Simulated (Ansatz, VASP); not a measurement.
**BiB12 in VASP and in Ansatz**

```
B Bi
1.0
     0.00000    3.80448    3.80448
     3.80448    0.00000    3.80448
     3.80448    3.80448    0.00000
B Bi
12 1
Cartesian
  2.5213 5.0876 3.8045
  5.0876 2.5213 3.8045
  3.8045 2.5213 5.0876
  3.8045 2.5213 2.5213
  5.0876 5.0876 3.8045
  2.5213 2.5213 3.8045
  5.0876 3.8045 5.0876
  5.0876 3.8045 2.5213
  3.8045 5.0876 5.0876
  2.5213 3.8045 2.5213
  2.5213 3.8045 5.0876
  3.8045 5.0876 2.5213
  0.0000 0.0000 0.0000
```

Change from the starting cell: species swapped into the ScB12 type (Fm-3m, No. 225).

Alike in both runs: functional PBE; k mesh 4 × 4 × 4; occupations gaussian, width 0.1 eV; no spin polarisation.

Ansatz relaxed the structure, and its values are those at the end. VASP's run is a single point on that final structure, the one shown.

|  | VASP | Ansatz |
| --- | --- | --- |
| version | VASP 6.6.1 | Ansatz 0.2.0 |
| potentials or method | VASP PAW PBE potentials, release 64 (B, Bi_d), cutoff 520 eV | scalar-relativistic, plane waves, PAW |
| valence electrons in the cell | 51 | 51 |

```tsv
	VASP	Ansatz	Ansatz less VASP
gap on the k mesh at the Fermi level (eV)	none	none	-
pressure (GPa)	0.1	0.1	0.00
rms of the force components (eV/Å)	0.012	0.013	+0.0014
```

A gap of «none» marks a metal or a gap that the smearing closes.

Spin-orbit coupling is off throughout.
